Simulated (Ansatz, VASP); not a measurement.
# MgO in VASP and in Ansatz

```
CELL_PARAMETERS angstrom
3.62700 0.00000 0.00000
-1.81350 3.14107 0.00000
0.00000 0.00000 4.02740
ATOMIC_POSITIONS crystal
Mg 0.66667 0.33333 0.75000
Mg 0.33333 0.66667 0.25000
O 0.66667 0.33333 0.25000
O 0.33333 0.66667 0.75000
```

Alike in both runs: task single point; functional PBE; k mesh 9 × 9 × 6; occupations gaussian, width 0.05 eV; no spin polarisation.

|  | VASP | Ansatz |
| --- | --- | --- |
| version | VASP 6.6.1 | Ansatz 0.2.0 |
| potentials or method | VASP PAW PBE potentials, release 64 (Mg, O), cutoff 520 eV | scalar-relativistic, plane waves, PAW |
| valence electrons in the cell | 16 | 32 |

```csv
,VASP,Ansatz,Ansatz less VASP
gap on the k mesh at the Fermi level (eV),3.34,3.36,+0.019
least direct gap on the mesh (eV),3.34,3.36,+0.019
pressure (GPa),0.5,1.1,+0.56
"traceless stress, the component that is largest in VASP (GPa)",9.35,9.38,+0.030
```

VASP's potentials hold 16 valence electrons a cell and Ansatz's 32, so a difference there can come from the potentials and not from the codes.
